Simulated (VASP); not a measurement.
Runs of VASP 6.6.1 on Sb. The structure is that of space group P6_3/mmc (No. 194), or close to it. The cells are those of the table. This isn't the form of Sb at room conditions, which is rhombohedral.

```tsv
task	level	potentials or basis	cell	k mesh	cutoff (eV)	share of exact exchange	screening parameter	gap on the mesh (eV)	pressure (GPa)	relaxed volume (Å³/atom)
single point	PBEsol-based global hybrid with 25 % exact exchange	VASP PAW PBE potentials, release 64 (Sb_d_GW)	a = 3.355, b = 3.355, c = 5.470 Å, angles 90.0, 90.0, 120.0°, 2 atoms	5 × 5 × 3	400	0.25	-	none	-4.6	-
single point	PBE-based screened hybrid with 40 % exact exchange	VASP PAW PBE potentials, release 64 (Sb_d_GW)	a = 3.355, b = 3.355, c = 5.470 Å, angles 90.0, 90.0, 120.0°, 2 atoms	5 × 5 × 3	400	0.4	0.2 1/Å	none	-3.8	-
relaxation of cell and atoms	B3LYP	VASP PAW PBE potentials, release 64 (Sb)	relaxed from a = 3.355, b = 3.355, c = 5.470 Å, angles 90.0, 90.0, 120.0°, 2 atoms	5 × 5 × 3	600	0.2	-	none	0.0	27.75
relaxation of cell and atoms	PBEsol-based global hybrid with 25 % exact exchange	VASP PAW PBE potentials, release 64 (Sb)	relaxed from a = 3.355, b = 3.355, c = 5.470 Å, angles 90.0, 90.0, 120.0°, 2 atoms	5 × 5 × 3	600	0.25	-	none	0.0	(b)
single point	HSE06	VASP PAW PBE potentials, release 64 (Sb)	a = 3.399, b = 3.399, c = 5.542 Å, angles 90.0, 90.0, 120.0°, 2 atoms	6 × 6 × 4	520	0.25	0.2079 1/Å	none	-3.8	-
single point	B3LYP	VASP PAW PBE potentials, release 64 (Sb_d_GW)	a = 3.377, b = 3.377, c = 5.669 Å, angles 90.0, 90.0, 120.0°, 2 atoms	5 × 5 × 3	400	0.2	-	none	-0.4	-
single point	r2SCAN-based global hybrid with 35 % exact exchange	VASP PAW PBE potentials, release 64 (Sb_d_GW)	a = 3.355, b = 3.355, c = 5.470 Å, angles 90.0, 90.0, 120.0°, 2 atoms	5 × 5 × 3	440	0.35	-	none	(a)	-
single point	r2SCAN0	VASP PAW PBE potentials, release 64 (Sb_d_GW)	a = 3.355, b = 3.355, c = 5.470 Å, angles 90.0, 90.0, 120.0°, 2 atoms	5 × 5 × 3	440	0.25	-	none	-2.6	-
single point	PBEsol-based global hybrid with 25 % exact exchange	VASP PAW PBE potentials, release 64 (Sb_d_GW)	a = 3.256, b = 3.256, c = 5.470 Å, angles 90.0, 90.0, 120.0°, 2 atoms	5 × 5 × 3	400	0.25	-	none	-0.6	-
single point	r2SCAN-based global hybrid with 25 % exact exchange	VASP PAW PBE potentials, release 64 (Sb_d_GW)	a = 3.355, b = 3.355, c = 5.470 Å, angles 90.0, 90.0, 120.0°, 2 atoms	5 × 5 × 3	440	0.25	-	none	-2.6	-
single point	r2SCAN-based global hybrid with 50 % exact exchange	VASP PAW PBE potentials, release 64 (Sb_d_GW)	a = 3.355, b = 3.355, c = 5.470 Å, angles 90.0, 90.0, 120.0°, 2 atoms	5 × 5 × 3	440	0.5	-	none	-4.6	-
```

Alike in all rows: no spin polarisation; smearing fermi-dirac 0.05 eV.

Task: Fill in the values left out.

Result: (a) -3.4; (b) 24.73.

Caveats: some runs use coarse meshes; the PAW data sets were made with another functional, which shifts forces and pressure a little; spin-orbit coupling is left out, which moves the levels of the heavy elements; the stress differs along the axes, from -6 to -0 GPa (at least some runs).

A k mesh can miss the band edges, and the runs leave out spin-orbit coupling on Sb.

A gap of «none» marks levels without a gap at the run's occupations.

The runs don't all hold the same shells in valence.
